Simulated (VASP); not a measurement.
# Gd (Im-3m) in VASP: further runs

Runs on Gd. Level: PBE. Tasks: single point.

All numbers are computed with VASP 6.6.1; they aren't measurements. Logs are shortened: lines on timing, memory, paths and dates and some standing lists are left out, and cuts for length are marked.

## (1) The cell of the first run

The structure is cubic, space group Im-3m (No. 229). Conventional cell: a = 4.050 Å, b = 4.050 Å, c = 4.050 Å, α = 90.00°, β = 90.00°, γ = 90.00°. Within 4.6 Å of Gd (site symmetry m-3m) lie 14 Gd at 3.51 to 4.05 Å.

## (2) Single point, PBE, collinear spin, ferromagnetic start

Input file INCAR:

```
PREC = Accurate
ENCUT = 520
EDIFF = 1E-7
ISMEAR = -1
SIGMA = 0.03
LREAL = False
LASPH = True
NELM = 150
ALGO = Normal
ISIF = 2
LWAVE = False
LCHARG = False
ISPIN = 2
MAGMOM = 7.4
LORBIT = 11
LMAXMIX = 6
GGA = PE
NBANDS = 19
```

Input file KPOINTS:

```
regular mesh
0
Gamma
  12 12 12
```

Input file POSCAR:

```
Gd
1.0
   -2.0250000000      2.0250000000      2.0250000000
    2.0250000000     -2.0250000000      2.0250000000
    2.0250000000      2.0250000000     -2.0250000000
Gd
1
Direct
    0.0000000000      0.0000000000      0.0000000000
```

Potentials or basis: VASP PAW PBE potentials, release 64 (Gd).

Launch:

```console
$ cat potpaw_PBE.64/Gd/POTCAR > POTCAR
$ mpirun -np 1 vasp_std > vasp.out
```

OUTCAR:

```text
PREC = Accurate
   ENCUT = 520
   EDIFF = 1E-7
   ISMEAR = -1
   LREAL = False
   LASPH = True
   NELM = 150
   ISIF = 2
   ISPIN = 2
   LORBIT = 11
   GGA = PE

 ion  position               nearest neighbor table
   1  0.000  0.000  0.000-

  LATTYP: Found a body centered cubic cell.
 ALAT       =     4.0500000000

  Lattice vectors:

 A1 = (  -2.0250000000,   2.0250000000,   2.0250000000)
 A2 = (   2.0250000000,  -2.0250000000,   2.0250000000)
 A3 = (   2.0250000000,   2.0250000000,  -2.0250000000)

Analysis of symmetry for initial positions (statically):
=====================================================================
 Subroutine PRICEL returns:
 Original cell was already a primitive cell.

 Routine SETGRP: Setting up the symmetry group for a
 body centered cubic supercell.

 Subroutine GETGRP returns: Found 48 space group operations
 (whereof 48 operations were pure point group operations)
 out of a pool of 48 trial point group operations.

The static configuration has the point symmetry O_h .

Analysis of symmetry for dynamics (positions and initial velocities):
=====================================================================
 Subroutine PRICEL returns:
 Original cell was already a primitive cell.

 Routine SETGRP: Setting up the symmetry group for a
 body centered cubic supercell.

 Subroutine GETGRP returns: Found 48 space group operations
 (whereof 48 operations were pure point group operations)
 out of a pool of 48 trial point group operations.

The dynamic configuration has the point symmetry O_h .

Analysis of structural, dynamic, and magnetic symmetry:
=====================================================================
 Subroutine PRICEL returns:
 Original cell was already a primitive cell.

 Routine SETGRP: Setting up the symmetry group for a
 body centered cubic supercell.

 Subroutine GETGRP returns: Found 48 space group operations
 (whereof 48 operations were pure point group operations)
 out of a pool of 48 trial point group operations.

The overall configuration has the point symmetry O_h .

 Subroutine INISYM returns: Found 48 space group operations
 (whereof 48 operations are pure point group operations),
 and found     1 'primitive' translations

----------------------------------------------------------------------------------------

                                     Primitive cell

  volume of cell :      33.2151

  direct lattice vectors                    reciprocal lattice vectors
[... 93 lines left out ...]
   POTIM  = 0.5000    time-step for ionic-motion
   TEBEG  =    0.0;   TEEND  =   0.0 temperature during run
   PSTRESS=    0.0 pullay stress
   NELECT =      18.0000    total number of electrons
   NUPDOWN=      -1.0000    fix difference up-down
   EMIN   =  10.00;   EMAX   =-10.00  energy-range for DOS
   EFERMI =   0.00;   METHOD = LEGACY
   ISMEAR =    -1;   SIGMA  =   0.03  broadening in eV -4-tet -1-fermi 0-gaus
   EFERMI_NEDOS =   21; number of points for ismear=-14 and -15
   IALGO  =     38    algorithm
   IMIX   =      4    mixing-type and parameters
     AMIX     =   0.40;   BMIX     =  1.00
     AMIX_MAG =   1.60;   BMIX_MAG =  1.00
  volume/ion in A,a.u.               =      33.22       224.15
  Fermi-wavevector in a.u.,A,eV,Ry     =   1.334711  2.522238 24.238153  1.781454
  Thomas-Fermi vector in A             =   2.463472
   LORBIT       =     11    0 simple, 1 ext, 2 COOP (PROOUT), +10 PAW based schemes
   GGA     = PE    functional components
   LHFCALC =     F    Hartree Fock is set to
   AEXX    =    0.0000 exact exchange contribution
   IVDW    =     0    specifies the selected vdW correction
   LEPSILON=     F    determine dielectric tensor
   LRPA    =     F    only Hartree local field effects (RPA)
 spin polarized calculation
  energy-cutoff  :      520.00
  volume of cell :       33.22
 maximum number of plane-waves:       935
 NGX is ok and might be reduce to    28
   NGX = 13   NGY = 13   NGZ = 13

 number of electron      18.0000009 magnetization       7.6680875

 Free energy of the ion-electron system (eV)
  ---------------------------------------------------
  ext. energy  EPLUGINS =         0.00000000
  ---------------------------------------------------
  free energy    TOTEN  =       -11.61569488 eV

  energy without entropy =      -11.61033822  energy(sigma->0) =      -11.61301655

 E-fermi :   2.9440     XC(G=0):  -9.9582

 val. band max:        2.9424477136   @ k =   0.5000   0.5000   0.1667
 cond. band min:       2.9501880472   @ k =   0.3333   0.2500   0.0833
 fundamental gap:      0.0077403336
 Fermi energy:         2.9440479282

 spin component 1

 k-point     1 :       0.0000    0.0000    0.0000
  band No.  band energies     occupation
      1     -42.3840      1.00000
      2     -19.4026      1.00000
      3     -19.4026      1.00000
      4     -19.4026      1.00000
      5      -2.1259      1.00000
      6      -2.0255      1.00000
[... 517 lines left out ...]
     18      10.3741      0.00000
     19      11.7295      0.00000

 [... further k-points ...]

 spin component 2

 k-point     1 :       0.0000    0.0000    0.0000
  band No.  band energies     occupation
      1     -39.1271      1.00000
      2     -16.9853      1.00000
      3     -16.9853      1.00000
      4     -16.9853      1.00000
      5      -1.2152      1.00000
      6       3.2886      0.00001
[... 517 lines left out ...]
     18      11.8593      0.00000
     19      12.6883      0.00000

 [... further k-points ...]
[... 5 lines left out ...]
  --------------------------------------------------------------------------------------
  -------------------------------------------------------------------------------------
  Total       -0.0123167     -0.0123167     -0.0123167      0.0000000      0.0000000     -0.0000000
  in kB       -0.5941138     -0.5941138     -0.5941138      0.0000000      0.0000000     -0.0000000
  external PRESSURE =      -0.5941138 kB  Pullay stress =       0.0000000 kB

 VOLUME and BASIS-vectors are now :
 -----------------------------------------------------------------------------
  energy-cutoff  :      520.00
  volume of cell :       33.22
      direct lattice vectors                 reciprocal lattice vectors
    -2.025000000  2.025000000  2.025000000     0.000000000  0.246913580  0.246913580
     2.025000000 -2.025000000  2.025000000     0.246913580  0.000000000  0.246913580
     2.025000000  2.025000000 -2.025000000     0.246913580  0.246913580  0.000000000

 POSITION                                       TOTAL-FORCE (eV/Angst)
 -----------------------------------------------------------------------------------
      0.00000      0.00000      0.00000         0.000000      0.000000      0.000000
 -----------------------------------------------------------------------------------
    total drift:                                0.000000     -0.000000     -0.000000

  FREE ENERGIE OF THE ION-ELECTRON SYSTEM (eV)
  ---------------------------------------------------
  free  energy   TOTEN  =       -11.6156948794 eV

  energy  without entropy=      -11.6103382249  energy(sigma->0) =      -11.61301655

 total charge

# of ion       s       p       d       f       tot
--------------------------------------------------
    1        2.072   5.562   0.588   6.974  15.196

 magnetization (x)

# of ion       s       p       d       f       tot
--------------------------------------------------
    1        0.002  -0.057   0.247   6.829   7.021
```

OSZICAR:

```text
N       E                     dE             d eps       ncg     rms          rms(c)
DAV:   1     0.997605605225E+02    0.99761E+02   -0.64670E+03  6900   0.486E+03
DAV:   2     0.583268276479E+01   -0.93928E+02   -0.82268E+02  6983   0.327E+02
[... 23 lines left out ...]
DAV:  26    -0.116156964864E+02   -0.61313E-06   -0.13149E-06 10263   0.107E-02    0.153E-01
DAV:  27    -0.116156959660E+02    0.52034E-06   -0.47669E-07  8193   0.144E-02    0.121E-01
DAV:  28    -0.116156952329E+02    0.73317E-06   -0.11812E-06  6908   0.241E-02    0.431E-02
DAV:  29    -0.116156950285E+02    0.20441E-06   -0.58725E-07  8642   0.142E-02    0.434E-03
DAV:  30    -0.116156948519E+02    0.17656E-06   -0.39112E-08  3788   0.410E-03    0.545E-03
DAV:  31    -0.116156948794E+02   -0.27462E-07   -0.37491E-08  4217   0.260E-03
   1 F= -.11615695E+02 E0= -.11613017E+02  d E =-.535665E-02  mag=     7.6681
```

stdout:

```text
POSCAR found type information on POSCAR Gd
 POSCAR found :  1 types and       1 ions
 scaLAPACK will be used
 LDA part: xc-table for (Slater+PW92), standard interpolation
 POSCAR, INCAR and KPOINTS ok, starting setup
 FFT: planning ... GRIDC
 FFT: planning ... GRID_SOFT
 FFT: planning ... GRID
 WAVECAR not read
 entering main loop
```

It took 3 min on 1 thread of Intel Xeon Platinum 8488C (Sapphire Rapids), shared host; peak memory 0.24 GiB.

Results:

```
Free energy                                           : -11.6157 eV
Pressure                                              : -0.1 GPa
Net moment                                            : 7.67 μB per cell
Site moments                                          : Gd +7.02 μB
Valence electrons inside the program's atomic spheres : Gd 15.20
```

Caveat: spin-orbit coupling is left out, which moves the levels of the heavy elements. The state reached can hang on the start; a lower one may exist.

## (3) Single point, PBE, collinear spin, ferromagnetic start

Input file INCAR:

```
SYSTEM = Gd
PREC = Accurate
ENCUT = 520
EDIFF = 1E-6
ISMEAR = -1
SIGMA = 0.03
LREAL = .False.
LASPH = .True.
NELM = 150
ALGO = Normal
ISIF = 2
LWAVE = .False.
LCHARG = .False.
ISPIN = 2
MAGMOM = 7.4
LORBIT = 11
LMAXMIX = 6
GGA = PE
NBANDS = 19
```

Input file KPOINTS:

```
regular mesh
0
Gamma
  12 12 12
  0 0 0
```

POSCAR is that of step 2.

Potentials or basis: VASP PAW PBE potentials, release 64 (Gd).

Launch:

```console
$ cat potpaw_PBE.64/Gd/POTCAR > POTCAR
$ mpirun -np 1 vasp_std > vasp.out
```

Wall time 2.9 min (1 thread of Intel Xeon Platinum 8488C (Sapphire Rapids), shared host); peak memory 0.24 GiB.

Results (log left out):

```
Free energy                                           : -11.6157 eV
Pressure                                              : 0.0 GPa
Net moment                                            : 7.67 μB per cell
Site moments                                          : Gd +7.02 μB
Valence electrons inside the program's atomic spheres : Gd 15.20
```

Levels at points of the mesh, in eV from the Fermi level:
Spin up:
| k point | band 11 | band 12 | band 13 | band 14 | band 15 | band 16 |
| --- | --- | --- | --- | --- | --- | --- |
| (0.00, 0.00, 0.00) | -4.85 | -4.82 | 1.30 | 1.30 | 1.30 | 3.52 |
| (0.50, 0.00, 0.00) | -4.84 | -2.42 | -0.30 | 1.08 | 3.41 | 4.19 |
| (0.50, 0.50, 0.50) | -4.83 | -1.90 | -1.90 | 5.46 | 5.46 | 5.46 |
Spin down:
```csv
k point,band 2,band 3,band 4,band 5,band 6,band 7,band 8,band 9
"(0.00, 0.00, 0.00)",-19.93,-19.93,-19.93,-4.16,0.34,0.34,0.34,0.64
"(0.50, 0.00, 0.00)",-20.76,-20.19,-19.94,-1.49,0.35,0.40,0.47,0.58
"(0.50, 0.50, 0.50)",-20.50,-20.50,-20.50,-1.10,-1.10,0.39,0.46,0.46
```

Caveat: spin-orbit coupling is left out, which moves the levels of the heavy elements. The state reached can hang on the start; a lower one may exist.
